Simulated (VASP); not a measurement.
SiW8C8Cl2, 19 atoms in the cell. The cell holds a slab with vacuum, 19 atoms: a = 5.801 Å, b = 5.801 Å, c = 16.247 Å, α = 90.00°, β = 90.00°, γ = 120.00°. 

```yaml
Program: VASP 6.6.1
Task: single point
Functional: PBE
Potentials_or_basis: VASP PAW PBE potentials, release 64 (W_sv, C, Si, Cl)
Cutoff: 520 eV
k_mesh: 3 × 3 × 1
Occupations: fermi-dirac, width 0.1 eV
Spin: no spin polarisation
Dipole_correction: no
Further_INCAR_settings: LREAL = Auto; ALGO = Normal; EDIFF = 1e-06; NBANDS = 96
```

Potentials or basis: VASP PAW PBE potentials, release 64 (W_sv, C, Si, Cl).

Command:

```console
$ cat potpaw_PBE.64/W_sv/POTCAR potpaw_PBE.64/C/POTCAR potpaw_PBE.64/Si/POTCAR potpaw_PBE.64/Cl/POTCAR > POTCAR
$ mpirun -np 1 vasp_std > vasp.out
```

Hardware: 1 thread of Intel(R) Xeon(R) Platinum 8488C (Sapphire Rapids) (shared host).

Problem. Estimate the wall time of this run.

Solution. Run time: 8.4 min on 1 thread of Intel(R) Xeon(R) Platinum 8488C (Sapphire Rapids), on a shared host, peak memory 0.69 GiB. Counts: scf iterations 28, k points 5.
